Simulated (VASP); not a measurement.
# Ni (P6_3/mmc) in VASP: further runs

Runs on Ni. Level: LDA. Tasks: single point, relaxation of cell and atoms.

Program: VASP 6.6.1. These are calculated values, not measurements. Logs are shortened: lines on timing, memory, paths and dates and some standing lists are left out, and cuts for length are marked.

**1. The cell of the first run**

Symmetry: P6_3/mmc, No. 194, hexagonal system. The conventional cell has a = 2.421 Å, b = 2.421 Å, c = 3.970 Å, α = 90.00°, β = 90.00°, γ = 120.00°. Within 3.2 Å of Ni (site symmetry -6m2) lie 12 Ni at 2.42 to 2.43 Å.

This isn't the form of Ni at room conditions, which is fcc.

**2. Single point, LDA, collinear spin, ferromagnetic start**

Input file INCAR:

```
SYSTEM = Ni
PREC = Accurate
ENCUT = 520
EDIFF = 1E-6
ISMEAR = -1
SIGMA = 0.1
LREAL = .FALSE.
LASPH = .TRUE.
NELM = 150
ALGO = Normal
ISIF = 2
LWAVE = .FALSE.
LCHARG = .TRUE.
ISPIN = 2
MAGMOM = 1 1
LORBIT = 11
LMAXMIX = 4
LELF = .TRUE.
LVHAR = .TRUE.
NBANDS = 21
```

Input file KPOINTS:

```
Automatic mesh
0
G
  13 13 7
  0 0 0
```

Input file POSCAR:

```
Ni
1.0
    2.4211002022     -0.0000002855      0.0000000000
   -1.2105498538      2.0967344229      0.0000000000
    0.0000000000      0.0000000000      3.9699671236
Ni
2
Direct
    0.3333333333      0.6666666667      0.2500000000
    0.6666666667      0.3333333333      0.7500000000
```

Potentials or basis: VASP PAW LDA potentials, release 64 (Ni).

On the command line:

```
$ cat potpaw_LDA.64/Ni/POTCAR > POTCAR
$ mpirun -np 1 vasp_std > vasp.out
```

OUTCAR:

```text
SYSTEM = Ni
   PREC = Accurate
   ENCUT = 520
   EDIFF = 1E-6
   ISMEAR = -1
   LREAL = .FALSE.
   LASPH = .TRUE.
   NELM = 150
   ISIF = 2
   ISPIN = 2
   LORBIT = 11

 ion  position               nearest neighbor table
   1  0.333  0.667  0.250-   2 2.43   2 2.43   2 2.43   2 2.43   2 2.43   2 2.43
   2  0.667  0.333  0.750-   1 2.43   1 2.43   1 2.43   1 2.43   1 2.43   1 2.43

  LATTYP: Found a hexagonal cell.
 ALAT       =     2.4211002022
 C/A-ratio  =     1.6397368106

  Lattice vectors:

 A1 = (   2.4211002022,  -0.0000002855,   0.0000000000)
 A2 = (  -1.2105498538,   2.0967344229,   0.0000000000)
 A3 = (   0.0000000000,   0.0000000000,   3.9699671236)

Analysis of symmetry for initial positions (statically):
=====================================================================
 Subroutine PRICEL returns:
 Original cell was already a primitive cell.

 Routine SETGRP: Setting up the symmetry group for a
 hexagonal supercell.

 Subroutine GETGRP returns: Found 24 space group operations
 (whereof 12 operations were pure point group operations)
 out of a pool of 24 trial point group operations.

The static configuration has the point symmetry D_3d.
 The point group associated with its full space group is D_6h.

Analysis of symmetry for dynamics (positions and initial velocities):
=====================================================================
 Subroutine PRICEL returns:
 Original cell was already a primitive cell.

 Routine SETGRP: Setting up the symmetry group for a
 hexagonal supercell.

 Subroutine GETGRP returns: Found 24 space group operations
 (whereof 12 operations were pure point group operations)
 out of a pool of 24 trial point group operations.

The dynamic configuration has the point symmetry D_3d.
 The point group associated with its full space group is D_6h.

Analysis of structural, dynamic, and magnetic symmetry:
=====================================================================
 Subroutine PRICEL returns:
 Original cell was already a primitive cell.

 Routine SETGRP: Setting up the symmetry group for a
 hexagonal supercell.

 Subroutine GETGRP returns: Found 24 space group operations
 (whereof 12 operations were pure point group operations)
 out of a pool of 24 trial point group operations.

The overall configuration has the point symmetry D_3d.
 The point group associated with its full space group is D_6h.

 Subroutine INISYM returns: Found 24 space group operations
 (whereof 12 operations are pure point group operations),
 and found     1 'primitive' translations

----------------------------------------------------------------------------------------

                                     Primitive cell

  volume of cell :      20.1532

  direct lattice vectors                    reciprocal lattice vectors
     2.421100202 -0.000000286  0.000000000     0.413035391  0.238466029  0.000000000
    -1.210549854  2.096734423  0.000000000     0.000000056  0.476932156  0.000000000
     0.000000000  0.000000000  3.969967124     0.000000000  0.000000000  0.251891255

  length of vectors
     2.421100202  2.421100202  3.969967124     0.476932156  0.476932156  0.251891255

  position of ions in fractional coordinates (direct lattice)
     0.333333333  0.666666667  0.250000000
     0.666666667  0.333333333  0.750000000

  ion indices of the primitive-cell ions
   primitive index   ion index
                 1           1
                 2           2

----------------------------------------------------------------------------------------

 KPOINTS: Automatic mesh

Automatic generation of k-mesh.
 Grid dimensions read from file:
 generate k-points for:   13   13    7

 Generating k-lattice:

  Cartesian coordinates                     Fractional coordinates (reciprocal lattice)
     0.031771953  0.018343541  0.000000000     0.076923077  0.000000000  0.000000000
     0.000000004  0.036687089  0.000000000    -0.000000000  0.076923077  0.000000000
     0.000000000  0.000000000  0.035984465     0.000000000  0.000000000  0.142857143

  Length of vectors
     0.036687089  0.036687089  0.035984465

  Shift w.r.t. Gamma in fractional coordinates (k-lattice)
     0.000000000  0.000000000  0.000000000

 Subroutine IBZKPT returns following result:
 ===========================================

 Found     84 irreducible k-points:

 Following reciprocal coordinates:
            Coordinates               Weight
  0.000000  0.000000  0.000000      1.000000
  0.076923  0.000000  0.000000      6.000000
  0.153846  0.000000  0.000000      6.000000
  0.230769  0.000000  0.000000      6.000000
  0.307692  0.000000  0.000000      6.000000
  0.384615 -0.000000  0.000000      6.000000
[... 16 lines left out ...]
  0.076923  0.000000  0.142857     12.000000
  0.153846  0.000000  0.142857     12.000000
 [... further k-points ...]
   k-points           NKPTS =     84   k-points in BZ     NKDIM =     84   number of bands    NBANDS=     21
   number of dos      NEDOS =    301   number of ions     NIONS =      2
   total plane-waves  NPLWV =   9720
   dimension x,y,z NGX =    18 NGY =   18 NGZ =   30
   dimension x,y,z NGXF=    36 NGYF=   36 NGZF=   60
   ions per type =               2
   NGX,Y,Z   is equivalent  to a cutoff of  12.36, 12.36, 12.56 a.u.
   NGXF,Y,Z  is equivalent  to a cutoff of  24.72, 24.72, 25.13 a.u.
 SYSTEM =  Ni
   PREC   = accura    normal or accurate (medium, high low for compatibility)
   ISTART =      0    job   : 0-new  1-cont  2-samecut
   ICHARG =      2    charge: 1-file 2-atom 10-const
   ISPIN  =      2    spin polarized calculation?
   LNONCOLLINEAR =      F non collinear calculations
   LSORBIT =      F    spin-orbit coupling
   LASPH  =      T    aspherical Exc in radial PAW
   ENCUT  =  520.0 eV  38.22 Ry    6.18 a.u.   4.50  4.50  7.38*2*pi/ulx,y,z
   NELM   =    150;   NELMIN=  2; NELMDL= -5     # of ELM steps
   EDIFF  = 0.1E-05   stopping-criterion for ELM
   LREAL  =      F    real-space projection
   EDIFFG = 0.1E-04   stopping-criterion for IOM
   NSW    =      0    number of steps for IOM
   IBRION =     -1    ionic relax: 0-MD 1-quasi-New 2-CG
   NFREE  =      0    steps in history (QN), initial steepest desc. (CG)
   ISIF   =      2    stress and relaxation
   ISYM   =      2    0-nonsym 1-usesym 2-fastsym
   POTIM  = 0.5000    time-step for ionic-motion
   TEBEG  =    0.0;   TEEND  =   0.0 temperature during run
   PSTRESS=    0.0 pullay stress
   NELECT =      20.0000    total number of electrons
   NUPDOWN=      -1.0000    fix difference up-down
   EMIN   =  10.00;   EMAX   =-10.00  energy-range for DOS
   EFERMI =   0.00;   METHOD = LEGACY
   ISMEAR =    -1;   SIGMA  =   0.10  broadening in eV -4-tet -1-fermi 0-gaus
   EFERMI_NEDOS =   21; number of points for ismear=-14 and -15
   IALGO  =     38    algorithm
   IMIX   =      4    mixing-type and parameters
     AMIX     =   0.40;   BMIX     =  1.00
     AMIX_MAG =   1.60;   BMIX_MAG =  1.00
  volume/ion in A,a.u.               =      10.08        68.00
  Fermi-wavevector in a.u.,A,eV,Ry     =   1.632941  3.085811 36.279881  2.666496
  Thomas-Fermi vector in A             =   2.724828
   LORBIT       =     11    0 simple, 1 ext, 2 COOP (PROOUT), +10 PAW based schemes
   GGA     = CA    functional components
   LHFCALC =     F    Hartree Fock is set to
   AEXX    =    0.0000 exact exchange contribution
   IVDW    =     0    specifies the selected vdW correction
   LEPSILON=     F    determine dielectric tensor
   LRPA    =     F    only Hartree local field effects (RPA)
 spin polarized calculation
  energy-cutoff  :      520.00
  volume of cell :       20.15
 maximum number of plane-waves:       561
 NGX is ok and might be reduce to    18
   NGX =  9   NGY =  9   NGZ = 15

 number of electron      19.9999972 magnetization       1.1380082

 Free energy of the ion-electron system (eV)
  ---------------------------------------------------
  ext. energy  EPLUGINS =         0.00000000
  ---------------------------------------------------
  free energy    TOTEN  =       -13.17222835 eV

  energy without entropy =      -13.05139611  energy(sigma->0) =      -13.11181223

 E-fermi :  10.1815     XC(G=0): -14.0717

 val. band max:       10.1782538496   @ k =   0.3077   0.3077   0.4286
 cond. band min:      10.1824964755   @ k =   0.3846   0.2308   0.4286
 fundamental gap:      0.0042426259
 Fermi energy:        10.1815142153

 spin component 1

 k-point     1 :       0.0000    0.0000    0.0000
  band No.  band energies     occupation
      1       0.6359      1.00000
      2       4.9564      1.00000
      3       7.6341      1.00000
      4       7.7386      1.00000
      5       7.7386      1.00000
      6       8.0439      1.00000
[... 13 lines left out ...]
     20      37.4380      0.00000
     21      42.3856      0.00000
[... 529 lines left out ...]
 k-point    24 :       0.1538    0.0000    0.1429
  band No.  band energies     occupation
      1       1.6902      1.00000
      2       5.4011      1.00000
      3       7.2641      1.00000
      4       7.3086      1.00000
      5       7.7421      1.00000
      6       8.0159      1.00000
[... 13 lines left out ...]
     20      39.1887      0.00000
     21      40.2805      0.00000

 [... further k-points ...]

 spin component 2

 k-point     1 :       0.0000    0.0000    0.0000
  band No.  band energies     occupation
      1       0.6835      1.00000
      2       5.2978      1.00000
      3       8.1877      1.00000
      4       8.2833      1.00000
      5       8.2833      1.00000
      6       8.6040      1.00000
[... 13 lines left out ...]
     20      37.5738      0.00000
     21      42.4562      0.00000
[... 529 lines left out ...]
 k-point    24 :       0.1538    0.0000    0.1429
  band No.  band energies     occupation
      1       1.7407      1.00000
      2       5.7313      1.00000
      3       7.6821      1.00000
      4       7.7848      1.00000
      5       8.2870      1.00000
      6       8.5668      1.00000
[... 13 lines left out ...]
     20      39.3059      0.00000
     21      40.3573      0.00000

 [... further k-points ...]

------------------------ aborting loop because EDIFF is reached ----------------------------------------

  FORCE on cell =-STRESS in cart. coord.  units (eV):
  Direction    XX          YY          ZZ          XY          YZ          ZX
  --------------------------------------------------------------------------------------
  -------------------------------------------------------------------------------------
  Total       -0.0135791     -0.0135791     -0.0284863     -0.0000000     -0.0000000      0.0000000
  in kB       -1.0795412     -1.0795412     -2.2646619     -0.0000000     -0.0000000      0.0000000
  external PRESSURE =      -1.4745814 kB  Pullay stress =       0.0000000 kB

 VOLUME and BASIS-vectors are now :
 -----------------------------------------------------------------------------
  energy-cutoff  :      520.00
  volume of cell :       20.15
      direct lattice vectors                 reciprocal lattice vectors
     2.421100202 -0.000000286  0.000000000     0.413035391  0.238466029  0.000000000
    -1.210549854  2.096734423  0.000000000     0.000000056  0.476932156  0.000000000
     0.000000000  0.000000000  3.969967124     0.000000000  0.000000000  0.251891255

 POSITION                                       TOTAL-FORCE (eV/Angst)
 -----------------------------------------------------------------------------------
      0.00000      1.39782      0.99249         0.000000      0.000000      0.000000
      1.21055      0.69891      2.97748        -0.000000     -0.000000      0.000000
 -----------------------------------------------------------------------------------
    total drift:                               -0.000000     -0.000000     -0.000000

  FREE ENERGIE OF THE ION-ELECTRON SYSTEM (eV)
  ---------------------------------------------------
  free  energy   TOTEN  =       -13.1722283480 eV

  energy  without entropy=      -13.0513961052  energy(sigma->0) =      -13.11181223

 total charge

# of ion       s       p       d       tot
------------------------------------------
    1        0.532   0.567   8.369   9.468
    2        0.532   0.567   8.369   9.468
--------------------------------------------------
tot          1.064   1.134  16.737  18.935

 magnetization (x)

# of ion       s       p       d       tot
------------------------------------------
    1       -0.004  -0.018   0.590   0.569
    2       -0.004  -0.018   0.590   0.569
--------------------------------------------------
tot         -0.008  -0.035   1.180   1.138
```

Run time: 45 s. Hardware: 1 thread of Intel Xeon Platinum 8488C (Sapphire Rapids), shared host; peak memory 0.16 GiB.

Results:

```
Free energy                                           : -13.1722 eV
Pressure                                              : -0.1 GPa
Net moment                                            : 1.14 μB per cell
Site moments                                          : Ni +0.57 μB
Valence electrons inside the program's atomic spheres : Ni 9.47
```

Stress tensor (GPa, compression positive):
```
-0.11  0.00  0.00
 0.00 -0.11  0.00
 0.00  0.00 -0.23
```

Levels at points of the mesh, in eV from the Fermi level:
Spin up:
```tsv
k point	band 9	band 10	band 11	band 12	band 13	band 14
(0.00, 0.00, 0.00)	-1.68	-0.61	-0.61	-0.46	6.23	23.35
```
Spin down:
| k point | band 7 | band 8 | band 9 | band 10 | band 11 | band 12 |
| --- | --- | --- | --- | --- | --- | --- |
| (0.00, 0.00, 0.00) | -1.58 | -1.12 | -1.12 | -0.42 | -0.01 | -0.01 |

**3. Relaxation of cell and atoms, LDA, collinear spin, ferromagnetic start**

This run uses another cell than the first one, of 10.57 Å³/atom.

Input file INCAR:

```
PREC = Accurate
ENCUT = 600
EDIFF = 1E-6
ISMEAR = -1
SIGMA = 0.1
LREAL = F
LASPH = T
NELM = 150
ALGO = Normal
ISIF = 3
LWAVE = F
LCHARG = F
ISPIN = 2
MAGMOM = 1 1
LORBIT = 11
LMAXMIX = 4
IBRION = 2
NSW = 100
EDIFFG = -0.01
```

Input file KPOINTS:

```
Automatic mesh
0
Gamma
  13 13 7
```

Input file POSCAR:

```
Ni
1.0
    2.4480230000      0.0000000000      0.0000000000
   -1.2240110000      2.1200500000      0.0000000000
    0.0000000000      0.0000000000      4.0728080000
Ni
2
Direct
    0.3333333333      0.6666666667      0.2500000000
    0.6666666667      0.3333333333      0.7500000000
```

Potentials or basis: VASP PAW LDA potentials, release 64 (Ni).

On the command line:

```
$ cat potpaw_LDA.64/Ni/POTCAR > POTCAR
$ mpirun -np 1 vasp_std > vasp.out
```

Run time: 3.9 min. Hardware: 1 thread of Intel Xeon Platinum 8488C (Sapphire Rapids), shared host; peak memory 0.18 GiB.

It converged, with:

| Property | Result |
| --- | --- |
| Free energy | -13.1726 eV |
| Relaxed volume | 10.07 Å³/atom |
| Relaxed cell | a = 2.421 Å, b = 2.421 Å, c = 3.968 Å, α = 90.00°, β = 90.00°, γ = 120.00° |
| Space group after relaxing (to 0.1 Å) | P6_3/mmc (No. 194) |
| Energy gained by relaxing | 18.7 meV/atom |
| Ionic steps | 12 |
| Pressure after relaxing | 0.0 GPa |
| Net moment | 1.14 μB per cell |
| Site moments | Ni +0.57 μB |
| Valence electrons inside the program's atomic spheres | Ni 9.47 |

Step by step:
```csv
step,energy change (eV),largest force (eV/Å),pressure (GPa),volume (Å³)
1,0.0000,0.0000,-10.71,21.14
2,0.0136,0.0000,15.86,19.05
3,-0.0364,0.0000,0.12,20.13
4,-0.0364,0.0000,0.30,20.11
5,-0.0374,0.0000,0.14,20.12
6,-0.0374,0.0000,0.16,20.12
7,-0.0374,0.0000,0.17,20.12
8,-0.0374,0.0000,0.14,20.12
9,-0.0374,0.0000,0.11,20.12
10,-0.0374,0.0000,0.28,20.12
11,-0.0374,0.0000,-0.48,20.17
12,-0.0374,0.0000,-0.04,20.14
```

Final structure:
```
Ni
1.0
     2.42075    0.00000    0.00000
    -1.21037    2.09643    0.00000
     0.00000    0.00000    3.96785
Ni
2
Direct
  0.33333 0.66667 0.25000
  0.66667 0.33333 0.75000
```

Levels at points of the mesh, in eV from the Fermi level:
Spin up:
```
           k point  band 9  band 10  band 11  band 12  band 13  band 14
(0.00, 0.00, 0.00)   -1.69    -0.61    -0.61    -0.46     6.24    23.35
```
Spin down:
| k point | band 5 | band 6 | band 7 | band 8 | band 9 | band 10 | band 11 | band 12 | band 13 | band 14 |
| --- | --- | --- | --- | --- | --- | --- | --- | --- | --- | --- |
| (0.00, 0.00, 0.00) | -1.90 | -1.58 | -1.58 | -1.12 | -1.12 | -0.42 | -0.01 | -0.01 | 6.60 | 23.35 |
